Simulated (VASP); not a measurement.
# MoS2 (P-6m2) in VASP: relaxation of the atoms with PBE+D3(BJ)

Aim: the relaxation of the atoms of MoS2 with PBE+D3(BJ).

Program: VASP 6.6.1. These are calculated values, not measurements. Logs are shortened: lines on timing, memory, paths and dates and some standing lists are left out, and cuts for length are marked.

## Step 1: The cell of the first run

It takes space group P-6m2 (No. 187, hexagonal). The conventional cell has a = 3.150 Å, b = 3.150 Å, c = 6.847 Å, α = 90.00°, β = 90.00°, γ = 120.00°. Within 3.2 Å of Mo (site symmetry -6m2) lie 6 S at 2.41 Å and 6 Mo at 3.15 Å. Within 3.2 Å of S (site symmetry 3m) lie 3 Mo at 2.41 Å and 7 S at 3.15 to 3.17 Å.

## Step 2: Relaxation of the atoms, PBE+D3(BJ) (strain along c alone, the other axes held: +3.0 %)

INCAR reads:

```
SYSTEM = MoS2
PREC = Accurate ; ENCUT = 520
EDIFF = 1E-7 ; ISMEAR = 0
SIGMA = 0.02 ; LREAL = .FALSE.
LASPH = .TRUE. ; NELM = 100
ALGO = Normal ; ISIF = 2
LWAVE = .FALSE. ; LCHARG = .FALSE.
GGA = PE ; IVDW = 12
IBRION = 2 ; NSW = 60
EDIFFG = -0.008
```

KPOINTS reads:

```
Automatic mesh
0
G
  12 12 4
  0 0 0
```

POSCAR reads:

```
MoS2
1.0
    3.1497239970      0.0000000000      0.0000000000
   -1.5748619985      2.7277409963      0.0000000000
    0.0000000000      0.0000000000      6.8469689400
Mo S
1 2
Direct
    0.0000000000      0.0000000000      0.0000000000
    0.3333333333      0.6666666667      0.2313598010
    0.3333333333      0.6666666667      0.7686401990
```

Potentials or basis: VASP PAW PBE potentials, release 64 (Mo_sv, S).

The run is started by

```
$ cat potpaw_PBE.64/Mo_sv/POTCAR potpaw_PBE.64/S/POTCAR > POTCAR
$ mpirun -np 1 vasp_std > vasp.out
```

OUTCAR:

```text
SYSTEM = MoS2
   PREC = Accurate
   ENCUT = 520
   EDIFF = 1E-7
   ISMEAR = 0
   LREAL = .FALSE.
   LASPH = .TRUE.
   NELM = 100
   ISIF = 2
   GGA = PE
   IVDW = 12
   IBRION = 2
   NSW = 60
   EDIFFG = -0.008
 IVDW          = 12

 ion  position               nearest neighbor table
   1  0.000  0.000  0.000-   3 2.41   2 2.41   3 2.41   2 2.41   3 2.41   2 2.41
   2  0.333  0.667  0.231-   1 2.41   1 2.41   1 2.41
   3  0.333  0.667  0.769-   1 2.41   1 2.41   1 2.41

  LATTYP: Found a hexagonal cell.
 ALAT       =     3.1497239970
 C/A-ratio  =     2.1738314044

  Lattice vectors:

 A1 = (   3.1497239970,   0.0000000000,   0.0000000000)
 A2 = (  -1.5748619985,   2.7277409963,   0.0000000000)
 A3 = (   0.0000000000,   0.0000000000,   6.8469689400)

Analysis of symmetry for initial positions (statically):
=====================================================================
 Subroutine PRICEL returns:
 Original cell was already a primitive cell.

 Routine SETGRP: Setting up the symmetry group for a
 hexagonal supercell.

 Subroutine GETGRP returns: Found 12 space group operations
 (whereof 12 operations were pure point group operations)
 out of a pool of 24 trial point group operations.

The static configuration has the point symmetry D_3h.

Analysis of symmetry for dynamics (positions and initial velocities):
=====================================================================
 Subroutine PRICEL returns:
 Original cell was already a primitive cell.

 Routine SETGRP: Setting up the symmetry group for a
 hexagonal supercell.

 Subroutine GETGRP returns: Found 12 space group operations
 (whereof 12 operations were pure point group operations)
 out of a pool of 24 trial point group operations.

The dynamic configuration has the point symmetry D_3h.

 Subroutine INISYM returns: Found 12 space group operations
 (whereof 12 operations are pure point group operations),
 and found     1 'primitive' translations

----------------------------------------------------------------------------------------

                                     Primitive cell

  volume of cell :      58.8266

  direct lattice vectors                    reciprocal lattice vectors
     3.149723997  0.000000000  0.000000000     0.317488136  0.183301861  0.000000000
    -1.574861999  2.727740996  0.000000000     0.000000000  0.366603721  0.000000000
     0.000000000  0.000000000  6.846968940     0.000000000  0.000000000  0.146050027

  length of vectors
     3.149723997  3.149723997  6.846968940     0.366603721  0.366603721  0.146050027

  position of ions in fractional coordinates (direct lattice)
[... 68 lines left out ...]
   ions per type =               1   2
   NGX,Y,Z   is equivalent  to a cutoff of  12.67, 12.67, 13.11 a.u.
   NGXF,Y,Z  is equivalent  to a cutoff of  25.33, 25.33, 26.22 a.u.
 SYSTEM =  MoS2
   PREC   = accura    normal or accurate (medium, high low for compatibility)
   ISTART =      0    job   : 0-new  1-cont  2-samecut
   ICHARG =      2    charge: 1-file 2-atom 10-const
   ISPIN  =      1    spin polarized calculation?
   LNONCOLLINEAR =      F non collinear calculations
   LSORBIT =      F    spin-orbit coupling
   LASPH  =      T    aspherical Exc in radial PAW
   ENCUT  =  520.0 eV  38.22 Ry    6.18 a.u.   5.86  5.86 12.73*2*pi/ulx,y,z
   NELM   =    100;   NELMIN=  2; NELMDL= -5     # of ELM steps
   EDIFF  = 0.1E-06   stopping-criterion for ELM
   LREAL  =      F    real-space projection
   EDIFFG = -.8E-02   stopping-criterion for IOM
   NSW    =     60    number of steps for IOM
   IBRION =      2    ionic relax: 0-MD 1-quasi-New 2-CG
   NFREE  =      1    steps in history (QN), initial steepest desc. (CG)
   ISIF   =      2    stress and relaxation
   ISYM   =      2    0-nonsym 1-usesym 2-fastsym
   POTIM  = 0.5000    time-step for ionic-motion
   TEBEG  =    0.0;   TEEND  =   0.0 temperature during run
   PSTRESS=    0.0 pullay stress
   NELECT =      26.0000    total number of electrons
   NUPDOWN=      -1.0000    fix difference up-down
   EMIN   =  10.00;   EMAX   =-10.00  energy-range for DOS
   EFERMI =   0.00;   METHOD = LEGACY
   ISMEAR =     0;   SIGMA  =   0.02  broadening in eV -4-tet -1-fermi 0-gaus
   EFERMI_NEDOS =   21; number of points for ismear=-14 and -15
   IALGO  =     38    algorithm
   IMIX   =      4    mixing-type and parameters
     AMIX     =   0.40;   BMIX     =  1.00
     AMIX_MAG =   1.60;   BMIX_MAG =  1.00
  volume/ion in A,a.u.               =      19.61       132.33
  Fermi-wavevector in a.u.,A,eV,Ry     =   1.247023  2.356533 21.157977  1.555067
  Thomas-Fermi vector in A             =   2.381174
   LORBIT       =      0    0 simple, 1 ext, 2 COOP (PROOUT), +10 PAW based schemes
   GGA     = PE    functional components
   LHFCALC =     F    Hartree Fock is set to
   AEXX    =    0.0000 exact exchange contribution
   IVDW    =    12    specifies the selected vdW correction
   LEPSILON=     F    determine dielectric tensor
   LRPA    =     F    only Hartree local field effects (RPA)
 conjugate gradient relaxation of ions
 non-spin polarized calculation
 Gauss-broadening in eV      SIGMA  =   0.02
  energy-cutoff  :      520.00
  volume of cell :       58.83
 maximum number of plane-waves:      1602
 NGX is ok and might be reduce to    24
   NGX = 11   NGY = 11   NGZ = 25

--------------------------------------- Ionic step        1  -------------------------------------------

 number of electron      25.9999999 magnetization

 Free energy of the ion-electron system (eV)
  ---------------------------------------------------
  ext. energy  EPLUGINS =         0.00000000
  ---------------------------------------------------
  free energy    TOTEN  =       -21.81830580 eV

  energy without entropy =      -21.81830580  energy(sigma->0) =      -21.81830580

------------------------ aborting loop because EDIFF is reached ----------------------------------------

 Edisp (eV)   -1.16132

 E8    (eV) :    -0.4699
[... 73 lines left out ...]
--------------------------------------- Ionic step        3  -------------------------------------------

 number of electron      26.0000000 magnetization

 Free energy of the ion-electron system (eV)
  ---------------------------------------------------
  ext. energy  EPLUGINS =         0.00000000
  ---------------------------------------------------
  free energy    TOTEN  =       -21.82197972 eV

  energy without entropy =      -21.82197972  energy(sigma->0) =      -21.82197972

 E-fermi :   6.2701     XC(G=0): -10.0921

 val. band max:        6.0117578313   @ k =   0.0000   0.0000   0.5000
 cond. band min:       7.3805620871   @ k =   0.1667   0.1667   0.0000
 fundamental gap:      1.3688042558
 Fermi energy:         6.2701264103

 k-point     1 :       0.0000    0.0000    0.0000
  band No.  band energies     occupation
      1     -55.1300      2.00000
      2     -29.2942      2.00000
      3     -29.0486      2.00000
      4     -29.0486      2.00000
      5      -8.5162      2.00000
      6      -7.1164      2.00000
[... 457 lines left out ...]
      4     -29.1201      2.00000
      5      -7.1086      2.00000
      6      -6.6081      2.00000
[... 9 lines left out ...]
     16       9.2285      0.00000
     17       9.8675      0.00000

 [... further k-points ...]

------------------------ aborting loop because EDIFF is reached ----------------------------------------

 Edisp (eV)   -1.16209

 E8    (eV) :    -0.4704
[... 26 lines left out ...]
  FREE ENERGIE OF THE ION-ELECTRON SYSTEM (eV)
  ---------------------------------------------------
  free  energy   TOTEN  =       -22.9840660880 eV

  energy  without entropy=      -22.9840660880  energy(sigma->0) =      -22.98406609

 reached required accuracy - stopping structural energy minimisation
```

Run time: 39 s. Hardware: 1 thread of Intel Xeon 6975P-C (Granite Rapids), shared host; peak memory 0.22 GiB.

Results:

```
Free energy                : -22.9841 eV
Energy gained by relaxing  : 1.5 meV/atom
Ionic steps                : 3
Pressure after relaxing    : -0.5 GPa
Band gap on the k mesh     : 1.37 eV, indirect (least direct gap 1.77 eV)
Dispersion energy per atom : -0.387 eV
```

Stress tensor (GPa, compression positive):
```
-0.21  0.00  0.00
 0.00 -0.21  0.00
 0.00  0.00 -1.12
```

Step by step:
```tsv
step	energy change (eV)	largest force (eV/Å)	pressure (GPa)
1	0.0000	0.2877	-1.85
2	-0.0044	0.0267	-0.63
3	-0.0044	0.0002	-0.51
```

Final structure:
```cif
data_structure
_symmetry_space_group_name_H-M 'P 1'
_symmetry_Int_Tables_number 1
_cell_length_a 3.1497
_cell_length_b 3.1497
_cell_length_c 6.8470
_cell_angle_alpha 90.000
_cell_angle_beta 90.000
_cell_angle_gamma 120.000
_cell_volume 58.83
loop_
_atom_site_label
_atom_site_type_symbol
_atom_site_fract_x
_atom_site_fract_y
_atom_site_fract_z
_atom_site_occupancy
Mo1 Mo 0.00000 0.00000 0.00000 1
S1 S 0.33333 0.66667 0.22913 1
S2 S 0.33333 0.66667 0.77087 1
```

Levels at points of the mesh, in eV from the valence-band top:
```
           k point  band 10  band 11  band 12  band 13  band 14  band 15  band 16  band 17
(0.00, 0.00, 0.00)    -1.75    -1.75    -1.56    -0.76     2.56     2.56     2.73     2.73
(0.50, 0.00, 0.00)    -3.46    -1.98    -1.24    -1.12     2.05     2.47     3.89     4.13
(0.00, 0.00, 0.50)    -2.76    -1.76    -1.76     0.00     2.51     2.51     2.79     2.79
(0.50, 0.00, 0.50)    -3.47    -2.59    -1.19    -0.81     2.06     2.62     3.35     4.00
```

Caveat: the cell differs from its parent crystal (strain along c alone, the other axes held: +3.0 %). A k mesh can miss the band edges.
